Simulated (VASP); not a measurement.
Input of a VASP 6.6.1 run:

File INCAR:

```
SYSTEM = PbS
PREC = Accurate
ENCUT = 520
EDIFF = 1E-6
ISMEAR = 0
SIGMA = 0.03
LREAL = .False.
LASPH = .True.
NELM = 60
ALGO = Normal
ISIF = 2
LWAVE = .False.
LCHARG = .False.
GGA = PS
NBANDS = 17
```

The input KPOINTS:

```
regular mesh
0
Gamma
  10 10 10
  0 0 0
```

Contents of POSCAR:

```
PbS
1.0
    0.0000000000      3.1132500000      2.9650000000
    3.1132500000      0.0000000000      2.9650000000
    3.1132500000      3.1132500000      0.0000000000
Pb S
1 1
Direct
    0.0000000000      0.0000000000      0.0000000000
    0.5000000000      0.5000000000      0.5000000000
```

Potentials or basis: VASP PAW PBE potentials, release 64 (Pb_d, S).

The run is started by

```bash
$ cat potpaw_PBE.64/Pb_d/POTCAR potpaw_PBE.64/S/POTCAR > POTCAR
$ mpirun -np 1 vasp_std > vasp.out
```

Q: Estimate the pressure.

A: -5.0 GPa.

Q: Predict the band gap on the k mesh.

A: 0.51 eV.

Stress tensor (GPa, compression positive):
```
-6.35  0.00  0.00
 0.00 -6.35  0.00
 0.00  0.00 -2.30
```

Caveat: the cell differs from its parent crystal (strain +0.050 along x and y, +0.000 along z); the cell stands under tension; the PAW data sets were made with another functional, which shifts forces and pressure a little; spin-orbit coupling is left out, which moves the levels of the heavy elements. A k mesh can miss the band edges.
